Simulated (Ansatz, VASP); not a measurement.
One calculation of ZnCF6, two programs

```
Zn C F
1.0
     0.00000    3.61155    3.61155
     3.61155    0.00000    3.61155
     3.61155    3.61155    0.00000
Zn C F
1 1 6
Cartesian
  3.6116 3.6116 3.6116
  0.0000 0.0000 0.0000
  3.6116 3.6116 1.5668
  3.6116 3.6116 5.6563
  1.5668 3.6116 3.6116
  5.6563 3.6116 3.6116
  3.6116 1.5668 3.6116
  3.6116 5.6563 3.6116
```

Change from the starting cell: species swapped into the HfVF6 type (Fm-3m, No. 225).

Alike in both runs: functional PBE; k mesh 6 × 6 × 6; occupations gaussian, width 0.02 eV; no spin polarisation.

Ansatz relaxed the structure, and its values are those at the end. VASP's run is a single point on that final structure, the one shown.

|  | VASP | Ansatz |
| --- | --- | --- |
| version | VASP 6.6.1 | Ansatz 0.2.0 |
| potentials or method | VASP PAW PBE potentials, release 64 (Zn, C, F), cutoff 520 eV | scalar-relativistic, plane waves, PAW |
| valence electrons in the cell | 58 | 58 |

Ansatz gave:

| Property | Result |
| --- | --- |
| gap on the k mesh at the Fermi level (eV) | 2.83 |
| least direct gap on the mesh (eV) | 2.83 |
| pressure (GPa) | 0.0 |
| rms of the force components (eV/Å) | 0.000 |

Question: Which values does VASP return?

Answer: gap on the k mesh at the Fermi level (eV): 2.79; least direct gap on the mesh (eV): 2.79; pressure (GPa): 0.3; rms of the force components (eV/Å): 0.027.

The functional is the same, so the differences come from potentials, cutoffs and numerics.
